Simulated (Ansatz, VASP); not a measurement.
Two plane-wave programs on ZnGaC4N4

The input INCAR:

```
PREC = Accurate ; ENCUT = 600
EDIFF = 1E-6 ; ISMEAR = 0
SIGMA = 0.1 ; LREAL = F
LASPH = T ; NELM = 80
ALGO = Fast ; ISIF = 3
LWAVE = F ; LCHARG = F
GGA = PE ; IBRION = 2
NSW = 100 ; EDIFFG = -0.01
```

Contents of KPOINTS:

```
regular mesh
0
Gamma
  6 6 6
```

POSCAR

```
ZnGaC4N4
1.0
    5.8893628082      0.0000000000      0.0000000000
    0.0000000000      5.8893628082      0.0000000000
    0.0000000000      0.0000000000      5.8893628082
Zn Ga C N
1 1 4 4
Direct
    0.5000000000      0.5000000000      0.5000000000
    0.0000000000      0.0000000000      0.0000000000
    0.1927363932      0.1927363932      0.1927363932
    0.1927363932      0.8072636068      0.8072636068
    0.8072636068      0.1927363932      0.8072636068
    0.8072636068      0.8072636068      0.1927363932
    0.3075515623      0.3075515623      0.3075515623
    0.3075515623      0.6924484377      0.6924484377
    0.6924484377      0.3075515623      0.6924484377
    0.6924484377      0.6924484377      0.3075515623
```

Input for Ansatz:

```yaml
crystal:
  lattice:
    - [5.8893628082, 0.0, 0.0]
    - [0.0, 5.8893628082, 0.0]
    - [0.0, 0.0, 5.8893628082]
  atoms:
    - { symbol: Zn, position: [0.5, 0.5, 0.5] }
    - { symbol: Ga, position: [0.0, 0.0, 0.0] }
    - { symbol: C, position: [0.1927363932, 0.1927363932, 0.1927363932] }
    - { symbol: C, position: [0.1927363932, 0.8072636068, 0.8072636068] }
    - { symbol: C, position: [0.8072636068, 0.1927363932, 0.8072636068] }
    - { symbol: C, position: [0.8072636068, 0.8072636068, 0.1927363932] }
    - { symbol: "N", position: [0.3075515623, 0.3075515623, 0.3075515623] }
    - { symbol: "N", position: [0.3075515623, 0.6924484377, 0.6924484377] }
    - { symbol: "N", position: [0.6924484377, 0.3075515623, 0.6924484377] }
    - { symbol: "N", position: [0.6924484377, 0.6924484377, 0.3075515623] }
basis:
  ecutwfc: 420
kpoints:
  mp_grid: { grid: [6, 6, 6] }
hamiltonian:
  xc: pbe
scf:
  occupations: { method: gaussian, width: 0.1 }
output:
  forces: true
  stress: true
  eigenvalues: true
  write_density: true
  write_potential: true
  elf: true
  volumetric_format: npy
relax:
  adjacent_minimum: "off"
  f_tol: 0.01
  max_steps: 80
  cell: { stress_tol: 0.05 }
```

Alike in both runs: task relaxation of cell and atoms; functional PBE; k mesh 6 × 6 × 6; occupations gaussian, width 0.1 eV; no spin polarisation.

```csv
,VASP,Ansatz
version,VASP 6.6.1,Ansatz 0.2.0
potentials or method,"VASP PAW PBE potentials, release 64 (Zn, Ga_d, C, N), cutoff 600 eV","scalar-relativistic, plane waves, PAW"
valence electrons in the cell,61,61
```

|  | VASP | Ansatz | Ansatz less VASP |
| --- | --- | --- | --- |
| gap on the k mesh at the Fermi level, each at its own relaxed structure (eV) | none | none | - |
| relaxed volume (Å³/atom) | 20.48 | 20.49 | +0.009 |
| relaxed length of the cell vector where the two differ most in proportion (Å) | 5.895 | 5.896 | +0.0009 |

A gap of «none» marks a metal or a gap that the smearing closes.

Noted on VASP's run: the standard files for N, O and F lose accuracy on very short bonds.
